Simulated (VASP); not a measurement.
# Na (C2/c) in VASP: single point with LDA

Aim: the single point of Na with LDA.

Program: VASP 6.6.1. These are calculated values, not measurements. Logs are shortened: lines on timing, memory, paths and dates and some standing lists are left out, and cuts for length are marked.

## (1) The cell of the first run

It takes space group C2/c (No. 15, monoclinic). Conventional cell: a = 3.518 Å, b = 12.069 Å, c = 3.596 Å, α = 90.00°, β = 118.74°, γ = 90.00°. Within 4.6 Å of Na (site symmetry 2) lie 14 Na at 3.52 to 4.32 Å.

## (2) Single point, LDA

INCAR reads:

```
SYSTEM = Na
PREC = Accurate
ENCUT = 520
EDIFF = 1E-7
ISMEAR = -1
SIGMA = 0.1
LREAL = .FALSE.
LASPH = .TRUE.
NELM = 100
ALGO = Normal
ISIF = 2
LWAVE = .FALSE.
LCHARG = .TRUE.
GGA = CA
LELF = .TRUE.
LVHAR = .TRUE.
ISYM = 0
NBANDS = 14
```

KPOINTS reads:

```
Automatic mesh
0
G
  10 10 7
  0 0 0
```

POSCAR reads:

```
Na
1.0
   -4.2623003973      4.2719670683      1.7587921152
    4.2719670683     -4.2623003973      1.7587921152
    2.2247610719      2.2247610719     -1.7410875895
Na
2
Direct
    0.0002158276      0.9997841724      0.0000000000
    0.7497841724      0.2502158276      0.5000000000
```

Potentials or basis: VASP PAW LDA potentials, release 64 (Na_pv).

On the command line:

```bash
cat potpaw_LDA.64/Na_pv/POTCAR > POTCAR
mpirun -np 1 vasp_std > vasp.out
```

OUTCAR:

```text
SYSTEM = Na
   PREC = Accurate
   ENCUT = 520
   EDIFF = 1E-7
   ISMEAR = -1
   LREAL = .FALSE.
   LASPH = .TRUE.
   NELM = 100
   ISIF = 2
   GGA = CA
   ISYM = 0

 ion  position               nearest neighbor table
   1  0.000  1.000  0.000-
   2  0.750  0.250  0.500-

IMPORTANT INFORMATION: All symmetrisations will be switched off!
NOSYMM: (Re-)initialisation of all symmetry stuff for point group C_1.

----------------------------------------------------------------------------------------

                                     Primitive cell

  volume of cell :      66.9310

  direct lattice vectors                    reciprocal lattice vectors
    -4.262300397  4.271967068  1.758792115     0.052414389  0.169589062  0.283675927
     4.271967068 -4.262300397  1.758792115     0.169589062  0.052414389  0.283675927
     2.224761072  2.224761072 -1.741087589     0.224260928  0.224260928 -0.001232583

  length of vectors
     6.285718496  6.285718496  3.595901785     0.334633754  0.334633754  0.317155241

  position of ions in fractional coordinates (direct lattice)
     0.000215828  0.999784172  0.000000000
     0.749784172  0.250215828  0.500000000

  ion indices of the primitive-cell ions
   primitive index   ion index
                 1           1
                 2           2

----------------------------------------------------------------------------------------

 KPOINTS: Automatic mesh

Automatic generation of k-mesh.
 Grid dimensions read from file:
 generate k-points for:   10   10    7

 Generating k-lattice:

  Cartesian coordinates                     Fractional coordinates (reciprocal lattice)
     0.005241439  0.016958906  0.028367593     0.100000000  0.000000000 -0.000000000
     0.016958906  0.005241439  0.028367593     0.000000000  0.100000000 -0.000000000
     0.032037275  0.032037275 -0.000176083    -0.000000000 -0.000000000  0.142857143

  Length of vectors
     0.033463375  0.033463375  0.045307892

  Shift w.r.t. Gamma in fractional coordinates (k-lattice)
     0.000000000  0.000000000  0.000000000

 Subroutine IBZKPT returns following result:
 ===========================================

 Found    352 irreducible k-points:

 Following reciprocal coordinates:
            Coordinates               Weight
  0.000000  0.000000  0.000000      1.000000
  0.100000 -0.000000  0.000000      2.000000
  0.000000 -0.100000 -0.000000      2.000000
  0.200000 -0.000000  0.000000      2.000000
  0.000000 -0.200000 -0.000000      2.000000
  0.300000  0.000000  0.000000      2.000000
[... 16 lines left out ...]
 -0.300000  0.100000 -0.000000      2.000000
 -0.100000  0.300000  0.000000      2.000000
 [... further k-points ...]
   k-points           NKPTS =    352   k-points in BZ     NKDIM =    352   number of bands    NBANDS=     14
   number of dos      NEDOS =    301   number of ions     NIONS =      2
   total plane-waves  NPLWV =  64512
   dimension x,y,z NGX =    48 NGY =   48 NGZ =   28
   dimension x,y,z NGXF=    96 NGYF=   96 NGZF=   56
   ions per type =               2
   NGX,Y,Z   is equivalent  to a cutoff of  12.70, 12.70, 12.94 a.u.
   NGXF,Y,Z  is equivalent  to a cutoff of  25.39, 25.39, 25.89 a.u.
 SYSTEM =  Na
   PREC   = accura    normal or accurate (medium, high low for compatibility)
   ISTART =      0    job   : 0-new  1-cont  2-samecut
   ICHARG =      2    charge: 1-file 2-atom 10-const
   ISPIN  =      1    spin polarized calculation?
   LNONCOLLINEAR =      F non collinear calculations
   LSORBIT =      F    spin-orbit coupling
   LASPH  =      T    aspherical Exc in radial PAW
   ENCUT  =  520.0 eV  38.22 Ry    6.18 a.u.  11.69 11.69  6.69*2*pi/ulx,y,z
   NELM   =    100;   NELMIN=  2; NELMDL= -5     # of ELM steps
   EDIFF  = 0.1E-06   stopping-criterion for ELM
   LREAL  =      F    real-space projection
   EDIFFG = 0.1E-05   stopping-criterion for IOM
   NSW    =      0    number of steps for IOM
   IBRION =     -1    ionic relax: 0-MD 1-quasi-New 2-CG
   NFREE  =      0    steps in history (QN), initial steepest desc. (CG)
   ISIF   =      2    stress and relaxation
   ISYM   =      0    0-nonsym 1-usesym 2-fastsym
   POTIM  = 0.5000    time-step for ionic-motion
   TEBEG  =    0.0;   TEEND  =   0.0 temperature during run
   PSTRESS=    0.0 pullay stress
   NELECT =      14.0000    total number of electrons
   NUPDOWN=      -1.0000    fix difference up-down
   EMIN   =  10.00;   EMAX   =-10.00  energy-range for DOS
   EFERMI =   0.00;   METHOD = LEGACY
   ISMEAR =    -1;   SIGMA  =   0.10  broadening in eV -4-tet -1-fermi 0-gaus
   EFERMI_NEDOS =   21; number of points for ismear=-14 and -15
   IALGO  =     38    algorithm
   IMIX   =      4    mixing-type and parameters
     AMIX     =   0.40;   BMIX     =  1.00
     AMIX_MAG =   1.60;   BMIX_MAG =  1.00
  volume/ion in A,a.u.               =      33.47       225.84
  Fermi-wavevector in a.u.,A,eV,Ry     =   0.971796  1.836428 12.849173  0.944388
  Thomas-Fermi vector in A             =   2.102042
   LORBIT       =      0    0 simple, 1 ext, 2 COOP (PROOUT), +10 PAW based schemes
   GGA     = CA    functional components
   LHFCALC =     F    Hartree Fock is set to
   AEXX    =    0.0000 exact exchange contribution
   IVDW    =     0    specifies the selected vdW correction
   LEPSILON=     F    determine dielectric tensor
   LRPA    =     F    only Hartree local field effects (RPA)
 non-spin polarized calculation
  energy-cutoff  :      520.00
  volume of cell :       66.93
 maximum number of plane-waves:      1825
   NGX = 23   NGY = 23   NGZ = 13

 number of electron      13.9999993 magnetization

 Free energy of the ion-electron system (eV)
  ---------------------------------------------------
  ext. energy  EPLUGINS =         0.00000000
  ---------------------------------------------------
  free energy    TOTEN  =        -2.91079968 eV

  energy without entropy =       -2.88393440  energy(sigma->0) =       -2.89736704

 E-fermi :   0.4860     XC(G=0):  -7.0206

 val. band max:        0.4379576195   @ k =  -0.2000  -0.4000  -0.1429
 cond. band min:       0.4971144051   @ k =  -0.3000  -0.4000  -0.4286
 fundamental gap:      0.0591567856
 Fermi energy:         0.4859554322

 k-point     1 :       0.0000    0.0000    0.0000
  band No.  band energies     occupation
      1     -24.4702      2.00000
      2     -24.4263      2.00000
      3     -24.4173      2.00000
      4     -24.4167      2.00000
      5     -24.4164      2.00000
      6     -24.4161      2.00000
      7      -3.0444      2.00000
      8       0.9002      0.03128
      9       1.2829      0.00069
     10      10.9436      0.00000
     11      11.4266      0.00000
     12      11.7070      0.00000
     13      12.2622      0.00000
     14      12.2803      0.00000

 k-point     2 :       0.1000   -0.0000    0.0000
  band No.  band energies     occupation
      1     -24.4686      2.00000
      2     -24.4281      2.00000
      3     -24.4212      2.00000
      4     -24.4204      2.00000
      5     -24.4180      2.00000
      6     -24.4161      2.00000
      7      -2.8696      2.00000
      8       0.8064      0.07797
      9       1.6983      0.00001
     10       9.7168      0.00000
     11      10.0360      0.00000
     12      10.5389      0.00000
     13      11.2164      0.00000
     14      12.0572      0.00000

 k-point     3 :       0.0000   -0.1000   -0.0000
  band No.  band energies     occupation
      1     -24.4686      2.00000
      2     -24.4281      2.00000
      3     -24.4212      2.00000
      4     -24.4204      2.00000
      5     -24.4180      2.00000
      6     -24.4161      2.00000
      7      -2.8696      2.00000
      8       0.8064      0.07797
      9       1.6983      0.00001
     10       9.7168      0.00000
     11      10.0360      0.00000
     12      10.5389      0.00000
     13      11.2164      0.00000
     14      12.0572      0.00000

 k-point     4 :       0.2000   -0.0000    0.0000
  band No.  band energies     occupation
      1     -24.4642      2.00000
      2     -24.4360      2.00000
      3     -24.4321      2.00000
      4     -24.4269      2.00000
      5     -24.4208      2.00000
      6     -24.4170      2.00000
      7      -2.3492      2.00000
      8       0.9106      0.02822
      9       2.5500      0.00000
     10       7.3224      0.00000
     11       8.0166      0.00000
     12       9.4673      0.00000
     13      10.3780      0.00000
     14      11.1528      0.00000

 k-point     5 :       0.0000   -0.2000   -0.0000
  band No.  band energies     occupation
      1     -24.4642      2.00000
      2     -24.4360      2.00000
      3     -24.4321      2.00000
      4     -24.4269      2.00000
      5     -24.4208      2.00000
      6     -24.4170      2.00000
      7      -2.3492      2.00000
      8       0.9106      0.02822
      9       2.5500      0.00000
     10       7.3224      0.00000
     11       8.0166      0.00000
[... 276 lines left out ...]
 k-point    22 :      -0.1000    0.4000    0.0000
  band No.  band energies     occupation
      1     -24.4574      2.00000
      2     -24.4512      2.00000
      3     -24.4415      2.00000
      4     -24.4305      2.00000
      5     -24.4262      2.00000
      6     -24.4207      2.00000
      7      -1.3285      2.00000
      8       0.6976      0.21492
      9       4.3942      0.00000
     10       5.0234      0.00000
     11       6.6439      0.00000
     12       8.9211      0.00000
     13       9.1483      0.00000
     14      10.0787      0.00000

 k-point    23 :      -0.3000    0.1000   -0.0000
  band No.  band energies     occupation
      1     -24.4611      2.00000
      2     -24.4372      2.00000
      3     -24.4309      2.00000
      4     -24.4270      2.00000
      5     -24.4218      2.00000
      6     -24.4191      2.00000
      7      -2.2224      2.00000
      8       0.2430      1.83812
      9       3.4240      0.00000
     10       7.0695      0.00000
     11       8.4433      0.00000
     12       9.5036      0.00000
     13       9.9484      0.00000
     14      10.6059      0.00000

 k-point    24 :      -0.1000    0.3000    0.0000
  band No.  band energies     occupation
      1     -24.4611      2.00000
      2     -24.4372      2.00000
      3     -24.4309      2.00000
      4     -24.4270      2.00000
      5     -24.4218      2.00000
      6     -24.4191      2.00000
      7      -2.2224      2.00000
      8       0.2430      1.83812
      9       3.4240      0.00000
     10       7.0695      0.00000
     11       8.4433      0.00000
     12       9.5036      0.00000
     13       9.9484      0.00000
     14      10.6059      0.00000

 [... further k-points ...]

------------------------ aborting loop because EDIFF is reached ----------------------------------------

  FORCE on cell =-STRESS in cart. coord.  units (eV):
  Direction    XX          YY          ZZ          XY          YZ          ZX
  --------------------------------------------------------------------------------------
  -------------------------------------------------------------------------------------
  Total        0.0008107      0.0008105     -0.0046488      0.0012619     -0.0034962     -0.0034960
  in kB        0.0194070      0.0194025     -0.1112824      0.0302075     -0.0836915     -0.0836876
  external PRESSURE =      -0.0241576 kB  Pullay stress =       0.0000000 kB

 VOLUME and BASIS-vectors are now :
 -----------------------------------------------------------------------------
  energy-cutoff  :      520.00
  volume of cell :       66.93
      direct lattice vectors                 reciprocal lattice vectors
    -4.262300397  4.271967068  1.758792115     0.052414389  0.169589062  0.283675927
     4.271967068 -4.262300397  1.758792115     0.169589062  0.052414389  0.283675927
     2.224761072  2.224761072 -1.741087589     0.224260928  0.224260928 -0.001232583

 POSITION                                       TOTAL-FORCE (eV/Angst)
 -----------------------------------------------------------------------------------
      4.27013     -4.26046      1.75879         0.000135     -0.000134      0.000001
     -1.01451      3.24894      0.88825        -0.000135      0.000134     -0.000001
 -----------------------------------------------------------------------------------
    total drift:                                0.000001     -0.000001      0.000000

  FREE ENERGIE OF THE ION-ELECTRON SYSTEM (eV)
  ---------------------------------------------------
  free  energy   TOTEN  =        -2.9107996777 eV

  energy  without entropy=       -2.8839343997  energy(sigma->0) =       -2.89736704
```

Run time: 10 min. Hardware: 1 thread of AMD EPYC 7R13, shared host; peak memory 0.33 GiB.

What came out:

- Free energy: -2.9108 eV
- Pressure: 0.0 GPa
- Band gap on the k mesh: zero (bands 7 and 8 overlap by 4.06 eV)

Levels at points of the mesh, in eV from the Fermi level:
```tsv
k point	band 5	band 6	band 7	band 8	band 9	band 10
(0.00, 0.00, 0.00)	-24.90	-24.90	-3.53	0.41	0.80	10.46
(0.50, 0.00, 0.00)	-24.92	-24.91	0.53	0.80	2.46	2.83
(0.00, 0.50, 0.00)	-24.92	-24.91	0.53	0.80	2.46	2.83
(0.50, 0.50, 0.00)	-24.90	-24.90	-2.47	-2.47	5.45	5.45
```

The gap in the log of VASP goes by the Fermi energy; the results here count the filled bands.